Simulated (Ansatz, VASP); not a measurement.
# Two plane-wave programs on GeSb2Te4

INCAR

```
  PREC = Accurate
  ENCUT = 520
  EDIFF = 1E-7
  ISMEAR = 0
  SIGMA = 0.1
  LREAL = False
  LASPH = True
  NELM = 80
  ALGO = Normal
  ISIF = 2
  LWAVE = False
  LCHARG = True
  GGA = PS
  LELF = True
  LVHAR = True
  NBANDS = 33
```

Contents of KPOINTS:

```
regular mesh
0
Gamma
  6 6 6
```

The input POSCAR:

```
GeSb2Te4
1.0
    2.1547300800      1.2440339900     13.8970814100
   -2.1547300800      1.2440339900     13.8970814100
    0.0000000000     -2.4880679800     13.8970814100
Ge Sb Te
1 2 4
Direct
    0.5704570000      0.5704570000      0.5704570000
    0.4265280000      0.4265280000      0.4265280000
    0.9979880000      0.9979880000      0.9979880000
    0.8697700000      0.8697700000      0.8697700000
    0.1341650000      0.1341650000      0.1341650000
    0.7113700000      0.7113700000      0.7113700000
    0.2897210000      0.2897210000      0.2897210000
```

Input for Ansatz:

```yaml
crystal:
  lattice:
    - [2.15473008, 1.24403399, 13.89708141]
    - [-2.15473008, 1.24403399, 13.89708141]
    - [0.0, -2.48806798, 13.89708141]
  atoms:
    - { symbol: Ge, position: [0.570457, 0.570457, 0.570457] }
    - { symbol: Sb, position: [0.426528, 0.426528, 0.426528] }
    - { symbol: Sb, position: [0.997988, 0.997988, 0.997988] }
    - { symbol: Te, position: [0.86977, 0.86977, 0.86977] }
    - { symbol: Te, position: [0.134165, 0.134165, 0.134165] }
    - { symbol: Te, position: [0.71137, 0.71137, 0.71137] }
    - { symbol: Te, position: [0.289721, 0.289721, 0.289721] }
basis:
  ecutwfc: 420
kpoints:
  mp_grid: { grid: [6, 6, 6] }
hamiltonian:
  xc: pbesol
  pseudopotentials: { kind: paw, azcp: { folder: soft_1 } }
scf:
  occupations: { method: gaussian, width: 0.1 }
output:
  forces: true
  stress: true
  eigenvalues: true
```

Alike in both runs: task single point; functional PBEsol; k mesh 6 × 6 × 6; occupations gaussian, width 0.1 eV; no spin polarisation.

```csv
,VASP,Ansatz
version,VASP 6.6.1,Ansatz 0.2.0
potentials or method,"VASP PAW PBE potentials, release 64 (Ge_d, Sb, Te), cutoff 520 eV","scalar-relativistic, plane waves, PAW"
valence electrons in the cell,48,108
```

VASP gave:

* gap on the k mesh at the Fermi level (eV): 0.31
* least direct gap on the mesh (eV): 0.46
* pressure (GPa): -2.3
* traceless stress, the component that is largest in VASP (GPa): 0.16
* rms of the force components (eV/Å): 0.045

Task: Estimate Ansatz's values.

Result: gap on the k mesh at the Fermi level (eV): 0.32; least direct gap on the mesh (eV): 0.45; pressure (GPa): -2.3; traceless stress, the component that is largest in VASP (GPa): 0.16; rms of the force components (eV/Å): 0.054.

VASP's potentials were made for PBE, not for PBEsol, and Ansatz warns of the same on its side. Atom by atom the forces differ by 0.012 eV/Å (rms over components). VASP's potentials hold 48 valence electrons a cell and Ansatz's 108, so a difference there can come from the potentials and not from the codes.

Spin-orbit coupling is off throughout.
